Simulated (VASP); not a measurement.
Runs of VASP 6.6.1 on LiF (Griceite). The structure is that of space group Fm-3m (No. 225), or close to it. The cells are those of the table. 

| cell | gap on the mesh (eV) |
| --- | --- |
| a = 2.876 Å, angles 60.0°, 2 atoms | (a) |
| a = 2.787 Å, angles 60.0°, 2 atoms | 9.70 |
| a = 2.756 Å, angles 60.0°, 2 atoms | 10.02 |
| a = 2.904 Å, angles 60.0°, 2 atoms | 8.59 |
| a = 2.847 Å, angles 60.0°, 2 atoms | 9.10 |
| a = 2.969 Å, angles 60.0°, 2 atoms | 8.06 |
| a = 2.848 Å, angles 60.0°, 2 atoms | (b) |

Alike in all rows: task single point; level PBE; potentials or basis VASP PAW PBE potentials, release 64 (Li_sv, F); no spin polarisation; k mesh 10 × 10 × 10; cutoff (eV) 520; smearing gaussian 0.02 eV.

Fill in the values left out.

(a) 8.83; (b) 9.09.

A k mesh can miss the band edges.
